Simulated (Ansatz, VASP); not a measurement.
# Ti12B in VASP and in Ansatz

```
Ti B
1.0
     5.90000    0.00000    0.00000
    -4.42500    7.66432    0.00000
     0.00000    0.00000    4.68460
Ti B
12 1
Cartesian
  0.0998 0.0599 -0.0895
  0.1086 1.7307 2.2306
  -1.3186 2.5880 -0.1524
  -1.3332 4.3640 2.3925
  -2.8536 5.2554 -0.1182
  -2.8524 6.9205 2.2807
  3.0736 0.0189 -0.0466
  3.0734 1.6843 2.3499
  1.5537 2.5748 -0.1586
  1.5390 4.3501 2.3847
  0.1119 5.2079 0.0030
  0.1210 6.8785 2.3233
  -2.8394 3.4702 5.8006
```

Alike in both runs: functional PBE; k mesh 4 × 3 × 5; occupations fermi-dirac, width 0.1 eV; no spin polarisation.

Ansatz relaxed the structure, and its values are those at the end. VASP's run is a single point on that final structure, the one shown.

|  | VASP | Ansatz |
| --- | --- | --- |
| version | VASP 6.6.1 | Ansatz 0.2.0 |
| potentials or method | VASP PAW PBE potentials, release 64 (Ti_sv, B), cutoff 520 eV | scalar-relativistic, plane waves, PAW |
| valence electrons in the cell | 147 | 147 |

VASP gave:

```
rms of the force components (eV/Å) : 0.006
```

Q: Estimate Ansatz's values.

A: rms of the force components (eV/Å): 0.007.

The functional is the same, so the differences come from potentials, cutoffs and numerics.
